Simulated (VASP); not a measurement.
CuI: single point with PBE-based global hybrid with 35 % exact exchange

CuI:

```
Cu I
1.0
     0.00000    3.01204    3.01204
     3.01204    0.00000    3.01204
     3.01204    3.01204    0.00000
Cu I
1 1
Direct
  0.25000 0.25000 0.25000
  0.00000 0.00000 0.00000
```

```
Program             : VASP 6.6.1
Task                : single point
Functional          : PBE-based global hybrid with 35 % exact exchange
Potentials or basis : VASP PAW PBE potentials, release 64 (Cu, I)
Cutoff              : 520 eV
k mesh              : 4 × 4 × 4
Occupations         : gaussian, width 0.01 eV
Spin                : no spin polarisation
```

```
Pressure               : 1.2 GPa
Band gap on the k mesh : 4.22 eV
```

Levels at points of the mesh, in eV from the valence-band top:
| k point | band 6 | band 7 | band 8 | band 9 | band 10 | band 11 | band 12 | band 13 |
| --- | --- | --- | --- | --- | --- | --- | --- | --- |
| (0.00, 0.00, 0.00) | -2.91 | 0.00 | 0.00 | 0.00 | 4.22 | 7.89 | 7.89 | 7.89 |
| (0.50, 0.00, 0.00) | -2.89 | -2.84 | -0.92 | -0.92 | 5.20 | 8.39 | 8.39 | 10.41 |
| (0.50, 0.50, 0.00) | -2.84 | -2.65 | -2.21 | -2.21 | 5.31 | 5.82 | 12.74 | 13.46 |

It took 6.1 min on 1 thread of Intel(R) Xeon(R) Platinum 8259CL CPU @ 2.50GHz (Skylake/Cascade Lake), with other jobs on the host, peak memory 0.19 GiB.

Caveat: the k points lie up to 0.45 Å⁻¹ apart; the PAW data sets were made with another functional, which shifts forces and pressure a little; spin-orbit coupling is left out, which moves the levels of the heavy elements.
